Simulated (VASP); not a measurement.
# Li4Si (Im-3m) in VASP: further runs, part 2 of 2

VASP 6.6.1. Earlier steps stand in the parts before.

## 3. Relaxation of cell and atoms, PBE

This run uses another cell than the first one, of 13.37 Å³/atom, 0.644 times its volume.

Contents of INCAR:

```
  PREC = Accurate
  ENCUT = 600
  EDIFF = 1E-6
  ISMEAR = 0
  SIGMA = 0.1
  LREAL = False
  LASPH = True
  NELM = 100
  ALGO = Normal
  ISIF = 3
  LWAVE = False
  LCHARG = False
  GGA = PE
  IBRION = 2
  NSW = 90
  EDIFFG = -0.04
```

Contents of KPOINTS:

```
Automatic mesh
0
Gamma
  6 6 6
```

Contents of POSCAR:

```
Li4Si
1.0
   -2.5564086800      2.5564086800      2.5564086800
    2.5564086800     -2.5564086800      2.5564086800
    2.5564086800      2.5564086800     -2.5564086800
Li Si
4 1
Direct
    0.5000000000      0.5000000000      0.5000000000
    0.0000000000      0.0000000000      0.5000000000
    0.0000000000      0.5000000000      0.0000000000
    0.5000000000      0.0000000000      0.0000000000
    0.0000000000      0.0000000000      0.0000000000
```

Potentials or basis: VASP PAW PBE potentials, release 64 (Li_sv, Si).

Command:

```console
> cat potpaw_PBE.64/Li_sv/POTCAR potpaw_PBE.64/Si/POTCAR > POTCAR
> mpirun -np 1 vasp_std > vasp.out
```

OUTCAR:

```text
PREC = Accurate
   ENCUT = 600
   EDIFF = 1E-6
   ISMEAR = 0
   LREAL = False
   LASPH = True
   NELM = 100
   ISIF = 3
   GGA = PE
   IBRION = 2
   NSW = 90
   EDIFFG = -0.04

 ion  position               nearest neighbor table
   1  0.500  0.500  0.500-   5 2.21   5 2.21   4 2.56   2 2.56   4 2.56   3 2.56   2 2.56   3 2.56

   2  0.000  0.000  0.500-   5 2.21   5 2.21   4 2.56   1 2.56   3 2.56   3 2.56   4 2.56   1 2.56

   3  0.000  0.500  0.000-   5 2.21   5 2.21   4 2.56   1 2.56   2 2.56   2 2.56   1 2.56   4 2.56

   4  0.500  0.000  0.000-   5 2.21   5 2.21   3 2.56   1 2.56   1 2.56   2 2.56   2 2.56   3 2.56

   5  0.000  0.000  0.000-   1 2.21   2 2.21   3 2.21   4 2.21   2 2.21   3 2.21   4 2.21   1 2.21

  LATTYP: Found a body centered cubic cell.
 ALAT       =     5.1128173600

  Lattice vectors:

 A1 = (  -2.5564086800,   2.5564086800,   2.5564086800)
 A2 = (   2.5564086800,  -2.5564086800,   2.5564086800)
[... 189 lines left out ...]
      5      -4.2602      2.00000
      6       2.1032      2.00000
      7       2.1032      2.00000
      8       2.1032      2.00000
      9       5.0977      0.00000
     10       6.9713      0.00000
     11       6.9713      0.00000
     12       6.9713      0.00000
[... 339 lines left out ...]
--------------------------------------- Ionic step        4  -------------------------------------------

 number of electron      16.0000071 magnetization

 Free energy of the ion-electron system (eV)
  ---------------------------------------------------
  ext. energy  EPLUGINS =         0.00000000
  ---------------------------------------------------
  free energy    TOTEN  =       -13.50210657 eV

  energy without entropy =      -13.50185755  energy(sigma->0) =      -13.50198206

 E-fermi :   0.8177     XC(G=0):  -7.3385

 val. band max:        0.6203217527   @ k =  -0.3333   0.5000   0.1667
 cond. band min:       0.9454562183   @ k =   0.5000   0.5000   0.5000
 fundamental gap:      0.3251344656
 Fermi energy:         0.8177334998

 k-point     1 :       0.0000    0.0000    0.0000
  band No.  band energies     occupation
      1     -44.8616      2.00000
      2     -44.8411      2.00000
      3     -44.8411      2.00000
      4     -44.8411      2.00000
      5      -5.4862      2.00000
      6       0.4947      2.00000
      7       0.4947      2.00000
      8       0.4947      2.00000
      9       1.9441      0.00000
     10       4.4884      0.00000
     11       4.4884      0.00000
     12       4.4884      0.00000
[... 255 lines left out ...]
  FREE ENERGIE OF THE ION-ELECTRON SYSTEM (eV)
  ---------------------------------------------------
  free  energy   TOTEN  =       -13.5021065746 eV

  energy  without entropy=      -13.5018575461  energy(sigma->0) =      -13.50198206

 reached required accuracy - stopping structural energy minimisation
```

CONTCAR:

```text
Li4Si
   1.00000000000000
    -2.9325585557392078    2.9325585557392082    2.9325585557392078
     2.9325585557392078   -2.9325585557392082    2.9325585557392078
     2.9325585557392078    2.9325585557392082   -2.9325585557392078
  Li              Si
     4     1
Direct
     0.5000000000000000    0.5000000000000000    0.5000000000000000
     1.0000000000000000    1.0000000000000000    0.5000000000000000
     0.0000000000000000    0.5000000000000000    0.0000000000000000
     0.5000000000000000    1.0000000000000000    1.0000000000000000
     0.0000000000000000    0.0000000000000000    1.0000000000000000

  0.00000000E+00  0.00000000E+00  0.00000000E+00
  0.00000000E+00  0.00000000E+00  0.00000000E+00
  0.00000000E+00  0.00000000E+00  0.00000000E+00
  0.00000000E+00  0.00000000E+00  0.00000000E+00
  0.00000000E+00  0.00000000E+00  0.00000000E+00
```

Wall time 28 s (1 thread of Intel Xeon Platinum 8488C (Sapphire Rapids), shared host); peak memory 0.2 GiB.

What came out:

| Item | Value |
| --- | --- |
| Free energy | -13.5021 eV |
| Relaxed volume | 20.18 Å³/atom |
| Relaxed cell | a = 5.079 Å, b = 5.079 Å, c = 5.079 Å, α = 109.47°, β = 109.47°, γ = 109.47° |
| Space group after relaxing (to 0.05 Å) | Im-3m (No. 229) |
| Energy gained by relaxing | 365.6 meV/atom |
| Ionic steps | 4 |
| Pressure after relaxing | 0.0 GPa |
| Band gap on the k mesh | 0.33 eV, indirect (least direct gap 0.53 eV) |

Step by step:
```
step  energy change (eV)  largest force (eV/Å)  pressure (GPa)  volume (Å³)
   1              0.0000                0.0000           22.44        66.83
   2             -1.5889                0.0000            5.81        86.62
   3             -1.8185                0.0000            1.01        97.96
   4             -1.8278                0.0000            0.04       100.88
```

Final structure:
```yaml
crystal:
  lattice:
    - [-2.93256, 2.93256, 2.93256]
    - [2.93256, -2.93256, 2.93256]
    - [2.93256, 2.93256, -2.93256]
  atoms:
    - { symbol: Li, position: [0.50000, 0.50000, 0.50000] }
    - { symbol: Li, position: [0.00000, 0.00000, 0.50000] }
    - { symbol: Li, position: [0.00000, 0.50000, 0.00000] }
    - { symbol: Li, position: [0.50000, 0.00000, 0.00000] }
    - { symbol: Si, position: [0.00000, 0.00000, 0.00000] }
```

Levels at points of the mesh, in eV from the valence-band top:
```tsv
k point	band 5	band 6	band 7	band 8	band 9	band 10	band 11	band 12
(0.00, 0.00, 0.00)	-6.11	-0.13	-0.13	-0.13	1.32	3.87	3.87	3.87
(0.50, 0.00, 0.00)	-5.86	-1.71	-0.21	-0.03	1.28	3.33	4.21	4.93
(0.50, 0.50, 0.50)	-5.88	-0.20	-0.20	-0.20	0.33	0.33	5.55	5.55
```

Caveat: the cutoff is under 1.25 times the usual one of these potentials, so pressure, stress and relaxed cells hold a basis-set (Pulay) error; the volume moved by over 15 % at a fixed basis, so the end points are rough. A k mesh can miss the band edges.

## 4. Single point, PBE

This run uses another cell than the first one, of 13.37 Å³/atom, 0.644 times its volume.

Contents of INCAR:

```
PREC = Accurate
ENCUT = 520
EDIFF = 1E-7
ISMEAR = 0
SIGMA = 0.1
LREAL = F
LASPH = T
NELM = 100
ALGO = Normal
ISIF = 2
LWAVE = F
LCHARG = F
GGA = PE
NBANDS = 16
```

KPOINTS is that of step 3.

POSCAR is that of step 3.

Command:

```console
> cat potpaw_PBE.64/Li_sv/POTCAR potpaw_PBE.64/Si/POTCAR > POTCAR
> mpirun -np 1 vasp_std > vasp.out
```

Wall time 12 s (1 thread of Intel Xeon Platinum 8488C (Sapphire Rapids), shared host); peak memory 0.19 GiB.

Results (log left out):

```
Free energy            : -11.6721 eV
Band gap on the k mesh : zero (filled and empty bands touch)
```

Levels at points of the mesh, in eV from the Fermi level:
| k point | band 5 | band 6 | band 7 | band 8 | band 9 | band 10 | band 11 | band 12 |
| --- | --- | --- | --- | --- | --- | --- | --- | --- |
| (0.00, 0.00, 0.00) | -6.91 | -0.55 | -0.54 | -0.54 | 2.45 | 4.32 | 4.32 | 4.32 |
| (0.50, 0.00, 0.00) | -6.54 | -2.48 | -0.73 | -0.15 | 1.10 | 4.04 | 4.88 | 5.95 |
| (0.50, 0.50, 0.50) | -6.73 | -0.53 | -0.53 | -0.09 | -0.09 | -0.09 | 6.32 | 6.32 |

Caveat: the cutoff is under 1.25 times the usual one of these potentials, so pressure, stress and relaxed cells hold a basis-set (Pulay) error.

## 5. The runs side by side

```csv
task,cell,cutoff (eV),gap on the mesh (eV)
single point,"a = 5.127 Å, angles 109.5°, 5 atoms",520,0.37
relaxation of cell and atoms,"relaxed from a = 4.428 Å, angles 109.5°, 5 atoms",600,0.33
single point,"a = 4.428 Å, angles 109.5°, 5 atoms",520,none
```

Alike in all rows: level PBE; potentials or basis VASP PAW PBE potentials, release 64 (Li_sv, Si); no spin polarisation; k mesh 6 × 6 × 6; smearing gaussian 0.1 eV.

Caveats: the cutoff is under 1.25 times the usual one of these potentials, so pressure, stress and relaxed cells hold a basis-set (Pulay) error; the volume moved by over 15 % at a fixed basis, so the end points are rough (some runs).

Total energies depend on the potentials used, so only differences within one code and one set of settings carry meaning.
